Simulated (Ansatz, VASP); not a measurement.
**One calculation of CaICl, two programs**

```xyz
6
Lattice="8.3300 -0.0120 0.0000 -2.0876 3.6139 0.0000 0.0000 0.0000 30.4478" Properties=species:S:1:pos:R:3 pbc="T T T"
Ca    4.1672   -0.0049    9.2478
Ca    0.0022    0.0003    9.2625
I    -0.0066    2.4028    7.2161
I     4.1607    2.4037    7.2095
Cl   -0.0021    2.4111   10.7577
Cl    4.1600    2.3979   10.7504
```

Change from the starting cell: cell x2, atoms moved at random (sigma 0.1 Å) and cell strained at random (1.5 %), then relaxed without symmetry.

Alike in both runs: functional PBE; k mesh 4 × 4 × 1; occupations gaussian, width 0.1 eV; no spin polarisation.

Ansatz relaxed the structure, and its values are those at the end. VASP's run is a single point on that final structure, the one shown.

```csv
,VASP,Ansatz
version,VASP 6.6.1,Ansatz 0.2.0
potentials or method,"VASP PAW PBE potentials, release 64 (Ca_sv, I, Cl), cutoff 520 eV","scalar-relativistic, plane waves, PAW"
valence electrons in the cell,48,68
```

Ansatz gave:

```
gap on the k mesh at the Fermi level (eV) : 3.08
least direct gap on the mesh (eV)         : 3.08
rms of the force components (eV/Å)        : 0.005
```

Task: Which values does VASP return?

Result: gap on the k mesh at the Fermi level (eV): 3.08; least direct gap on the mesh (eV): 3.08; rms of the force components (eV/Å): 0.011.

VASP's potentials hold 48 valence electrons a cell and Ansatz's 68, so a difference there can come from the potentials and not from the codes.

The k mesh is coarse, so the values compare programs but aren't converged. Spin-orbit coupling is off throughout.
